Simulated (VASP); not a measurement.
# Cr (Im-3m) in VASP: further runs, part 2 of 2

VASP 6.6.1.

### Step 3. Single point, r2SCAN, collinear spin, ferromagnetic start

This run uses another cell than the first one: it holds 2 atoms, not 1.

The input, POSCAR:

```
Cr
1.0
    2.8293531478      0.0000000000      0.0000000000
    0.0000000000      2.8293531478      0.0000000000
    0.0000000000      0.0000000000      2.8293531478
Cr
2
Direct
    0.0000000000      0.0000000000      0.0000000000
    0.5000000000      0.5000000000      0.5000000000
```

The input, INCAR.step1:

```
SYSTEM = Cr
PREC = Accurate ; ENCUT = 520
ISMEAR = 0 ; SIGMA = 0.05
LREAL = .False. ; LASPH = .True.
NELM = 150 ; ISPIN = 2
MAGMOM = 2 2 ; LMAXMIX = 4
NBANDS = 23 ; GGA = PE
ALGO = Normal ; EDIFF = 1E-4
LWAVE = .True. ; LCHARG = .False.
```

The input, INCAR.step2:

```
SYSTEM = Cr
PREC = Accurate ; ENCUT = 520
EDIFF = 1E-7 ; ISMEAR = 0
SIGMA = 0.05 ; LREAL = .False.
LASPH = .True. ; NELM = 150
ALGO = Normal ; ISIF = 2
LWAVE = .False. ; LCHARG = .False.
ISPIN = 2 ; MAGMOM = 2 2
LORBIT = 11 ; LMAXMIX = 4
METAGGA = R2SCAN ; LMIXTAU = .True.
NBANDS = 23 ; ISTART = 1
```

The input, KPOINTS:

```
regular mesh
0
Gamma
  12 12 12
  0 0 0
```

Potentials or basis: VASP PAW PBE potentials, release 64 (Cr_pv).

The run is started by

```
cat potpaw_PBE.64/Cr_pv/POTCAR > POTCAR
cp INCAR.step1 INCAR
mpirun -np 1 vasp_std > vasp.out
cp INCAR.step2 INCAR
mpirun -np 1 vasp_std > vasp.out
```

OUTCAR:

```text
SYSTEM = Cr
   PREC = Accurate
   ENCUT = 520
   EDIFF = 1E-7
   ISMEAR = 0
   LREAL = .False.
   LASPH = .True.
   NELM = 150
   ISIF = 2
   ISPIN = 2
   LORBIT = 11
   METAGGA = R2SCAN
   ISTART = 1

 ion  position               nearest neighbor table
   1  0.000  0.000  0.000-   2 2.45   2 2.45   2 2.45   2 2.45   2 2.45   2 2.45   2 2.45   2 2.45

   2  0.500  0.500  0.500-   1 2.45   1 2.45   1 2.45   1 2.45   1 2.45   1 2.45   1 2.45   1 2.45

  LATTYP: Found a simple cubic cell.
 ALAT       =     2.8293531478

  Lattice vectors:

 A1 = (   2.8293531478,   0.0000000000,   0.0000000000)
 A2 = (   0.0000000000,   2.8293531478,   0.0000000000)
 A3 = (   0.0000000000,   0.0000000000,   2.8293531478)

Analysis of symmetry for initial positions (statically):
=====================================================================
 Subroutine PRICEL returns following result:

  LATTYP: Found a body centered cubic cell.
 ALAT       =     2.8293531478
[... 12 lines left out ...]
 Subroutine GETGRP returns: Found 48 space group operations
 (whereof 48 operations were pure point group operations)
 out of a pool of 48 trial point group operations.

The static configuration has the point symmetry O_h .

Analysis of symmetry for dynamics (positions and initial velocities):
=====================================================================
 Subroutine PRICEL returns following result:

  LATTYP: Found a body centered cubic cell.
 ALAT       =     2.8293531478
[... 12 lines left out ...]
 Subroutine GETGRP returns: Found 48 space group operations
 (whereof 48 operations were pure point group operations)
 out of a pool of 48 trial point group operations.

The dynamic configuration has the point symmetry O_h .

Analysis of structural, dynamic, and magnetic symmetry:
=====================================================================
 Subroutine PRICEL returns following result:

  LATTYP: Found a body centered cubic cell.
 ALAT       =     2.8293531478
[... 12 lines left out ...]
 Subroutine GETGRP returns: Found 48 space group operations
 (whereof 48 operations were pure point group operations)
 out of a pool of 48 trial point group operations.
[... 146 lines left out ...]
  free energy    TOTEN  =       -29.61344888 eV

  energy without entropy =      -29.61119450  energy(sigma->0) =      -29.61232169

 E-fermi :  11.2365     XC(G=0): -15.1172

 val. band max:       11.2362167943   @ k =   0.3333   0.0833   0.0000
 cond. band min:      11.2673772460   @ k =   0.1667   0.1667   0.0833
 fundamental gap:      0.0311604517
 Fermi energy:        11.2364956876

 spin component 1

 k-point     1 :       0.0000    0.0000    0.0000
  band No.  band energies     occupation
      1     -33.8075      1.00000
      2     -33.8075      1.00000
      3     -33.8075      1.00000
      4     -33.1130      1.00000
      5     -33.1130      1.00000
      6     -33.1130      1.00000
[... 613 lines left out ...]
     22      24.2521      0.00000
     23      29.5396      0.00000

 [... further k-points ...]

 spin component 2

 k-point     1 :       0.0000    0.0000    0.0000
  band No.  band energies     occupation
      1     -33.8075      1.00000
      2     -33.8075      1.00000
      3     -33.8075      1.00000
      4     -33.1130      1.00000
      5     -33.1130      1.00000
      6     -33.1130      1.00000
[... 613 lines left out ...]
     22      24.2521      0.00000
     23      29.5396      0.00000

 [... further k-points ...]

------------------------ aborting loop because EDIFF is reached ----------------------------------------

  FORCE on cell =-STRESS in cart. coord.  units (eV):
  Direction    XX          YY          ZZ          XY          YZ          ZX
  --------------------------------------------------------------------------------------
  -------------------------------------------------------------------------------------
  Total        0.0809993      0.0809993      0.0809993      0.0000000      0.0000000      0.0000000
  in kB        5.7296802      5.7296802      5.7296802      0.0000000      0.0000000      0.0000000
  external PRESSURE =       5.7296802 kB  Pullay stress =       0.0000000 kB

 VOLUME and BASIS-vectors are now :
 -----------------------------------------------------------------------------
  energy-cutoff  :      520.00
  volume of cell :       22.65
      direct lattice vectors                 reciprocal lattice vectors
     2.829353148  0.000000000  0.000000000     0.353437676  0.000000000  0.000000000
     0.000000000  2.829353148  0.000000000     0.000000000  0.353437676  0.000000000
     0.000000000  0.000000000  2.829353148     0.000000000  0.000000000  0.353437676

 POSITION                                       TOTAL-FORCE (eV/Angst)
 -----------------------------------------------------------------------------------
      0.00000      0.00000      0.00000        -0.000000     -0.000000     -0.000000
      1.41468      1.41468      1.41468         0.000000      0.000000      0.000000
 -----------------------------------------------------------------------------------
    total drift:                                0.000000      0.000000     -0.000000

  FREE ENERGIE OF THE ION-ELECTRON SYSTEM (eV)
  ---------------------------------------------------
  free  energy   TOTEN  =       -29.6134488839 eV

  energy  without entropy=      -29.6111945017  energy(sigma->0) =      -29.61232169

 total charge

# of ion       s       p       d       tot
------------------------------------------
    1        0.694   6.439   4.190  11.323
    2        0.694   6.439   4.190  11.323
--------------------------------------------------
tot          1.388  12.878   8.380  22.645

 magnetization (x)

# of ion       s       p       d       tot
------------------------------------------
    1       -0.000  -0.000   0.000   0.000
    2       -0.000  -0.000   0.000   0.000
--------------------------------------------------
tot         -0.000  -0.000   0.000   0.000
```

OUTCAR.step1:

```text
SYSTEM = Cr
   PREC = Accurate
   ENCUT = 520
   ISMEAR = 0
   LREAL = .False.
   LASPH = .True.
[... 1522 lines left out ...]
      0.00000      0.00000      0.00000        -0.000000     -0.000000     -0.000000
      1.41468      1.41468      1.41468         0.000000      0.000000      0.000000
 -----------------------------------------------------------------------------------
    total drift:                                0.000000      0.000000     -0.000000

  FREE ENERGIE OF THE ION-ELECTRON SYSTEM (eV)
  ---------------------------------------------------
  free  energy   TOTEN  =       -19.0281641790 eV

  energy  without entropy=      -19.0262125882  energy(sigma->0) =      -19.02718838
```

Run time: 6.6 min. Hardware: 1 thread of AMD EPYC 7R43 (Zen 3), shared host; peak memory 0.16 GiB.

What came out:

```yaml
Free_energy: -29.6134 eV
Pressure: 0.6 GPa
Band_gap_on_the_k_mesh: zero (filled and empty bands overlap)
Net_moment: 0.00 μB per cell
Valence_electrons_inside_the_program's_atomic_spheres: Cr 11.32
```

Caveat: the moments typed at the start vanished in this run; the PAW data sets were made with another functional, which shifts forces and pressure a little.

### Step 4. Single point, r2SCAN, collinear spin, antiferromagnetic start

This run uses another cell than the first one: it holds 2 atoms, not 1.

POSCAR is that of step 3.

The input, INCAR.step1:

```
  PREC = Accurate
  ENCUT = 520
  ISMEAR = 0
  SIGMA = 0.05
  LREAL = F
  LASPH = T
  NELM = 150
  ISPIN = 2
  MAGMOM = 2 -2
  LMAXMIX = 4
  NBANDS = 23
  GGA = PE
  ALGO = Normal
  EDIFF = 1E-4
  LWAVE = T
  LCHARG = F
```

The input, INCAR.step2:

```
  PREC = Accurate
  ENCUT = 520
  EDIFF = 1E-6
  ISMEAR = 0
  SIGMA = 0.05
  LREAL = F
  LASPH = T
  NELM = 150
  ALGO = Normal
  ISIF = 2
  LWAVE = F
  LCHARG = F
  ISPIN = 2
  MAGMOM = 2 -2
  LORBIT = 11
  LMAXMIX = 4
  METAGGA = R2SCAN
  LMIXTAU = T
  NBANDS = 23
  ISTART = 1
```

The input, KPOINTS:

```
regular mesh
0
Gamma
  12 12 12
```

The run is started by

```
cat potpaw_PBE.64/Cr_pv/POTCAR > POTCAR
cp INCAR.step1 INCAR
mpirun -np 1 vasp_std > vasp.out
cp INCAR.step2 INCAR
mpirun -np 1 vasp_std > vasp.out
```

Run time: 6.6 min. Hardware: 1 thread of AMD EPYC 7R43 (Zen 3), shared host; peak memory 0.16 GiB.

The run converged. Its results:

* Free energy: -29.9523 eV
* Pressure: 21.0 GPa
* Band gap on the k mesh: zero (filled and empty bands overlap)
* Net moment: 0.00 μB per cell
* Site moments: Cr +2.05, -2.05 μB
* Valence electrons inside the program's atomic spheres: Cr 11.34

Levels at points of the mesh, in eV from the Fermi level:
Spin up:
```
           k point  band 10  band 11  band 12  band 13  band 14  band 15
(0.00, 0.00, 0.00)    -1.24    -1.24    -1.24     1.58     1.77     1.77
(0.50, 0.00, 0.00)    -1.50    -1.50    -0.77    -0.44     0.94     0.94
(0.50, 0.50, 0.00)    -2.77     0.93     0.93     0.99     1.29     1.64
(0.50, 0.50, 0.50)    -1.70    -1.70    -1.70     1.05     1.05     1.54
```
Spin down:
```tsv
k point	band 10	band 11	band 12	band 13	band 14	band 15
(0.00, 0.00, 0.00)	-1.24	-1.24	-1.24	1.58	1.77	1.77
(0.50, 0.00, 0.00)	-1.50	-1.50	-0.77	-0.44	0.94	0.94
(0.50, 0.50, 0.00)	-2.77	0.93	0.93	0.99	1.29	1.64
(0.50, 0.50, 0.50)	-1.70	-1.70	-1.70	1.05	1.05	1.54
```

Caveat: the cell stands under pressure; the antiferromagnetic order is the one typed at the start, and another may lie lower; the PAW data sets were made with another functional, which shifts forces and pressure a little.

### Step 5. Single point, r2SCAN, collinear spin (11.13 Å³/atom)

This run uses another cell than the first one, of 11.13 Å³/atom.

The input, POSCAR:

```
Cr
1.0
   -1.4064546768      1.4064546768      1.4064546768
    1.4064546768     -1.4064546768      1.4064546768
    1.4064546768      1.4064546768     -1.4064546768
Cr
1
Direct
    0.0000000000      0.0000000000      0.0000000000
```

The input, INCAR.step1:

```
  ALGO = Normal
  EDIFF = 1E-4
  ENCUT = 520
  GGA = PE
  ISMEAR = 0
  ISPIN = 2
  LASPH = T
  LCHARG = F
  LMAXMIX = 4
  LREAL = F
  LWAVE = T
  MAGMOM = 0.05
  NBANDS = 16
  NELM = 150
  PREC = Accurate
  SIGMA = 0.05
```

The input, INCAR.step2:

```
  ALGO = Normal
  EDIFF = 1E-6
  ENCUT = 520
  ISIF = 2
  ISMEAR = 0
  ISPIN = 2
  ISTART = 1
  LASPH = T
  LCHARG = F
  LMAXMIX = 4
  LMIXTAU = T
  LORBIT = 11
  LREAL = F
  LWAVE = F
  MAGMOM = 0.05
  METAGGA = R2SCAN
  NBANDS = 16
  NELM = 150
  PREC = Accurate
  SIGMA = 0.05
```

The input, KPOINTS:

```
k-points
0
Gamma
  22 22 22
```

The run is started by

```
cat potpaw_PBE.64/Cr_pv/POTCAR > POTCAR
cp INCAR.step1 INCAR
mpirun -np 1 vasp_std > vasp.out
cp INCAR.step2 INCAR
mpirun -np 1 vasp_std > vasp.out
```

Wall time 5.5 min (1 thread of AMD EPYC 7R43 (Zen 3), shared host); peak memory 0.16 GiB.

It converged, with:

| Property | Result |
| --- | --- |
| Free energy | -14.8019 eV |
| Pressure | 5.6 GPa |
| Band gap on the k mesh | zero (filled and empty bands overlap) |
| Net moment | 0.00 μB per cell |
| Valence electrons inside the program's atomic spheres | Cr 11.36 |

Levels at points of the mesh, in eV from the Fermi level:
Spin up:
```
           k point  band 4  band 5  band 6  band 7  band 8  band 9
(0.00, 0.00, 0.00)   -8.53   -0.99   -0.99   -0.99    1.48    1.48
(0.50, 0.00, 0.00)   -4.84   -2.71    1.07    1.41    1.86    3.07
(0.50, 0.50, 0.50)   -4.63   -4.63    2.65    2.65    2.65    3.21
```
Spin down:
```
           k point  band 3  band 4  band 5  band 6  band 7  band 8  band 9  band 10
(0.00, 0.00, 0.00)  -44.26   -8.53   -0.99   -0.99   -0.99    1.48    1.48     3.27
(0.50, 0.00, 0.00)  -44.27   -4.84   -2.71    1.07    1.41    1.86    3.07     3.21
(0.50, 0.50, 0.50)  -44.99   -4.63   -4.63    2.65    2.65    2.65    3.21    11.36
```

Caveat: the cell stands under pressure; the PAW data sets were made with another functional, which shifts forces and pressure a little.

### Step 6. Single point, r2SCAN, collinear spin (11.32 Å³/atom)

The input, POSCAR:

```
Cr
1.0
   -1.4146765739      1.4146765739      1.4146765739
    1.4146765739     -1.4146765739      1.4146765739
    1.4146765739      1.4146765739     -1.4146765739
Cr
1
Direct
    0.0000000000      0.0000000000      0.0000000000
```

The input, INCAR.step1:

```
ALGO     = Normal         # electronic algorithm
EDIFF    = 1E-4           # SCF threshold, eV
ENCUT    = 520            # plane-wave cutoff, eV
GGA      = PE             # functional
ISMEAR   = 0              # smearing method
ISPIN    = 2              # spin polarisation
LASPH    = T              # aspherical terms in the spheres
LCHARG   = F              # write CHGCAR
LMAXMIX  = 4              # l up to which the mixer works
LREAL    = F              # projectors in reciprocal space
LWAVE    = T              # write WAVECAR
MAGMOM   = 0.05           # initial moments
NBANDS   = 16             # bands
NELM     = 150            # most SCF steps
PREC     = Accurate       # precision mode
SIGMA    = 0.05           # smearing width, eV
```

The input, INCAR.step2:

```
ALGO     = Normal         # electronic algorithm
EDIFF    = 1E-7           # SCF threshold, eV
ENCUT    = 520            # plane-wave cutoff, eV
ISIF     = 2              # what is computed and relaxed
ISMEAR   = 0              # smearing method
ISPIN    = 2              # spin polarisation
ISTART   = 1            
LASPH    = T              # aspherical terms in the spheres
LCHARG   = F              # write CHGCAR
LMAXMIX  = 4              # l up to which the mixer works
LMIXTAU  = T            
LORBIT   = 11             # projections on sites
LREAL    = F              # projectors in reciprocal space
LWAVE    = F              # write WAVECAR
MAGMOM   = 0.05           # initial moments
METAGGA  = R2SCAN         # meta-GGA
NBANDS   = 16             # bands
NELM     = 150            # most SCF steps
PREC     = Accurate       # precision mode
SIGMA    = 0.05           # smearing width, eV
```

KPOINTS is that of step 5.

Potentials or basis: VASP PAW PBE potentials, release 64 (Cr_pv).

The run is started by

```
cat potpaw_PBE.64/Cr_pv/POTCAR > POTCAR
cp INCAR.step1 INCAR
mpirun -np 1 vasp_std > vasp.out
cp INCAR.step2 INCAR
mpirun -np 1 vasp_std > vasp.out
```

Run time: 7.1 min. Hardware: 1 thread of AMD EPYC 7R43 (Zen 3), shared host; peak memory 0.16 GiB.

It converged, with:

- Free energy: -14.8059 eV
- Pressure: 0.6 GPa
- Band gap on the k mesh: zero (filled and empty bands overlap)
- Net moment: 0.00 μB per cell
- Valence electrons inside the program's atomic spheres: Cr 11.32

Levels at points of the mesh, in eV from the Fermi level:
Spin up:
| k point | band 2 | band 3 | band 4 | band 5 | band 6 | band 7 | band 8 | band 9 | band 10 | band 11 |
| --- | --- | --- | --- | --- | --- | --- | --- | --- | --- | --- |
| (0.00, 0.00, 0.00) | -44.29 | -44.29 | -8.47 | -0.97 | -0.97 | -0.97 | 1.46 | 1.46 | 3.23 | 23.28 |
| (0.50, 0.00, 0.00) | -44.61 | -44.30 | -4.74 | -2.64 | 1.02 | 1.38 | 1.82 | 3.00 | 3.17 | 10.60 |
| (0.50, 0.50, 0.50) | -44.98 | -44.98 | -4.51 | -4.51 | 2.58 | 2.58 | 2.58 | 3.17 | 11.19 | 11.19 |
Spin down:
| k point | band 4 | band 5 | band 6 | band 7 | band 8 | band 9 |
| --- | --- | --- | --- | --- | --- | --- |
| (0.00, 0.00, 0.00) | -8.47 | -0.97 | -0.97 | -0.97 | 1.46 | 1.46 |
| (0.50, 0.00, 0.00) | -4.74 | -2.64 | 1.02 | 1.38 | 1.82 | 3.00 |
| (0.50, 0.50, 0.50) | -4.51 | -4.51 | 2.58 | 2.58 | 2.58 | 3.17 |

Caveat: the PAW data sets were made with another functional, which shifts forces and pressure a little.

### Step 7. The runs side by side

```tsv
spin	cell	k mesh	gap on the mesh (eV)	pressure (GPa)	moment (μB)
off	a = 2.450 Å, angles 109.5°, 1 atom, atomic positions A	22 × 22 × 22	none	0.6	-
collinear, antiferromagnetic start	a = 2.829 Å, 2 atoms, atomic positions B	12 × 12 × 12	none	21.0	0.00
collinear	a = 2.436 Å, angles 109.5°, 1 atom, atomic positions A	22 × 22 × 22	none	5.6	0.00
collinear	a = 2.450 Å, angles 109.5°, 1 atom, atomic positions A	22 × 22 × 22	none	0.6	0.00
```

Alike in all rows: task single point; level r2SCAN; potentials or basis VASP PAW PBE potentials, release 64 (Cr_pv); cutoff (eV) 520; smearing gaussian 0.05 eV.

Caveats: the PAW data sets were made with another functional, which shifts forces and pressure a little; the cell stands under pressure (at least some runs); the antiferromagnetic order is the one typed at the start, and another may lie lower (at least some runs).

Total energies depend on the potentials used, so only differences within one code and one set of settings carry meaning.

The gap in the log of VASP goes by the Fermi energy; the results here count the filled bands.